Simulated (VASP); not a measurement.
Write the native input for VASP 6.6.1 that does the following.

| Property | Result |
| --- | --- |
| Task | single point |
| Functional | PBE |
| Potentials or basis | VASP PAW PBE potentials, release 64 (Zr_sv, N) |
| Cutoff | 600 eV |
| k mesh | 7 × 7 × 7 |
| Occupations | fermi-dirac, width 0.051704 eV |
| Spin | no spin polarisation |
| Hubbard terms | Zr d U = 2.7 eV |
| Dipole correction | no |
| Further INCAR settings | ALGO = Normal; EDIFF = 1e-06; NBANDS = 16 |

The structure of ZrN lies in POSCAR:

```
ZrN
1.0
    0.0000000000      2.2942655869      2.2942655869
    2.2942655869      0.0000000000      2.2942655869
    2.2942655869      2.2942655869      0.0000000000
Zr N
1 1
Direct
    0.5000000000      0.5000000000      0.5000000000
    0.0000000000      0.0000000000      0.0000000000
```

The input as run:

INCAR

```
SYSTEM = ZrN
  PREC = Accurate
  ENCUT = 600
  EDIFF = 1E-6
  ISMEAR = -1
  SIGMA = 0.051703999572871064
  LREAL = .False.
  LASPH = .True.
  NELM = 200
  ALGO = Normal
  ISIF = 2
  LWAVE = .False.
  LCHARG = .False.
  LMAXMIX = 4
  LDAU = .True.
  LDAUTYPE = 2
  LDAUL = 2 -1
  LDAUU = 2.7 0
  LDAUJ = 0 0
  LDAUPRINT = 1
  GGA = PE
  NBANDS = 16
  GGA_COMPAT = .False.
```

KPOINTS

```
regular mesh
0
Gamma
  7 7 7
  0 0 0
```

Potentials or basis: VASP PAW PBE potentials, release 64 (Zr_sv, N).

Launch:

```bash
$ cat potpaw_PBE.64/Zr_sv/POTCAR potpaw_PBE.64/N/POTCAR > POTCAR
$ mpirun -np 1 vasp_std > vasp.out
```

Results of the run:

```yaml
Pressure: 9.3 GPa
Band_gap_on_the_k_mesh: zero (an odd number of electrons rules out a gap without spin polarisation)
```

Caveat: the cell stands under pressure; U without spin polarisation on a metal has little footing.

It took 22 s on 1 thread of Intel Xeon 8259CL, on a shared host, peak memory 0.16 GiB.
